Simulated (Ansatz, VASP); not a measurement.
# Sc: VASP beside Ansatz

```
CELL_PARAMETERS angstrom
3.30900 0.00000 0.00000
-1.65450 2.86568 0.00000
0.00000 0.00000 5.27330
ATOMIC_POSITIONS crystal
Sc 0.33333 0.66667 0.25000
Sc 0.66667 0.33333 0.75000
```

Alike in both runs: task relaxation of cell and atoms; functional RPBE; k mesh 11 × 11 × 6; occupations fermi-dirac, width 0.05 eV; collinear spin.

|  | VASP | Ansatz |
| --- | --- | --- |
| version | VASP 6.6.1 | Ansatz 0.2.0 |
| potentials or method | VASP PAW PBE potentials, release 64 (Sc_sv), cutoff 600 eV | plane waves (420 eV) with PAW, scalar-relativistic |
| valence electrons in the cell | 22 | 22 |

|  | VASP | Ansatz | Ansatz less VASP |
| --- | --- | --- | --- |
| net moment per atom (μB) | 0.46 | 0.46 | -0.004 |
| size of the moment on the site where the two differ most (μB) | 0.25 | 0.30 | +0.048 |
| relaxed volume (Å³/atom) | 25.72 | 25.70 | -0.019 |
| relaxed cell length with the largest relative difference (Å) | 5.316 | 5.310 | -0.0068 |

VASP's potentials were made for PBE, not for RPBE. Site moments also hang on the region over which each program counts them.
